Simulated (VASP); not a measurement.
SnO2, 6 atoms in the cell. Symmetry: Amm2, No. 38, orthorhombic system. The conventional cell has a = 3.201 Å, b = 6.732 Å, c = 6.732 Å, α = 90.00°, β = 90.00°, γ = 90.00°. Sn (site symmetry mm2) has 6 O at 2.05 to 2.07 Å within 2.7 Å. Sn (site symmetry mm2) has 6 O at 2.04 to 2.10 Å within 2.7 Å. O (site symmetry mm2) has 3 Sn at 2.05 to 2.10 Å and 1 O at 2.61 Å within 2.7 Å. O (site symmetry m) has 3 Sn at 2.07 Å and 1 O at 2.61 Å within 2.7 Å. Within 2.7 Å of O (site symmetry mm2) lie 3 Sn at 2.04 to 2.07 Å and 1 O at 2.61 Å.  This cell differs from its parent crystal: atoms displaced along a vibrational mode.

* Program: VASP 6.6.1
* Task: single point
* Functional: r2SCAN
* Potentials or basis: VASP PAW PBE potentials, release 64 (Sn_d, O)
* Cutoff: 520 eV
* k mesh: 6 × 6 × 8
* Occupations: gaussian, width 0.05 eV
* Spin: no spin polarisation
* Dipole correction: no
* Further INCAR settings: ALGO = Normal; EDIFF = 1e-07; NBANDS = 35

Potentials or basis: VASP PAW PBE potentials, release 64 (Sn_d, O).

The run is started by

```console
$ cat potpaw_PBE.64/Sn_d/POTCAR potpaw_PBE.64/O/POTCAR > POTCAR
$ cp INCAR.step1 INCAR
$ mpirun -np 1 vasp_std > vasp.out
$ cp INCAR.step2 INCAR
$ mpirun -np 1 vasp_std > vasp.out
```

Hardware: 1 thread of Intel(R) Xeon(R) Platinum 8259CL CPU @ 2.50GHz (Skylake/Cascade Lake), with other jobs on the host.

Q: How long does it take, and how much memory?

A: It took 9.2 min on 1 thread of Intel(R) Xeon(R) Platinum 8259CL CPU @ 2.50GHz (Skylake/Cascade Lake), on a shared host, peak memory 0.27 GiB. Counts: k points 65.
